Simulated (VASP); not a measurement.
Write the native input for VASP 6.6.1 that does the following.

| Property | Result |
| --- | --- |
| Task | single point |
| Functional | LDA |
| Potentials or basis | VASP PAW LDA potentials, release 64 (Li_sv, H) |
| Cutoff | 520 eV |
| k mesh | 11 × 11 × 11 |
| Occupations | fermi-dirac, width 0.05 eV |
| Spin | no spin polarisation |
| Dipole correction | no |
| Further INCAR settings | ALGO = Normal; EDIFF = 1e-06; NBANDS = 9 |

The structure of LiH lies in POSCAR:

```
LiH
1.0
    0.0000000000      1.9951720069      1.9951720069
    1.9951720069      0.0000000000      1.9951720069
    1.9951720069      1.9951720069      0.0000000000
Li H
1 1
Direct
    0.0000000000      0.0000000000      0.0000000000
    0.5000000000      0.5000000000      0.5000000000
```

The input as run:

INCAR

```
SYSTEM = LiH
PREC = Accurate
ENCUT = 520
EDIFF = 1E-6
ISMEAR = -1
SIGMA = 0.05
LREAL = .FALSE.
LASPH = .TRUE.
NELM = 100
ALGO = Normal
ISIF = 2
LWAVE = .FALSE.
LCHARG = .FALSE.
NBANDS = 9
```

KPOINTS

```
Automatic mesh
0
G
  11 11 11
  0 0 0
```

Potentials or basis: VASP PAW LDA potentials, release 64 (Li_sv, H).

The run is started by

```console
$ cat potpaw_LDA.64/Li_sv/POTCAR potpaw_LDA.64/H/POTCAR > POTCAR
$ mpirun -np 1 vasp_std > vasp.out
```

It gave:

```json
{
  "Band gap on the k mesh": "2.80 eV"
}
```

Caveat: an odd mesh through Γ misses points on the zone boundary, where band edges can lie.

Run time: 10 s on 1 thread of Intel Xeon 8259CL (shared host), peak memory 0.12 GiB.
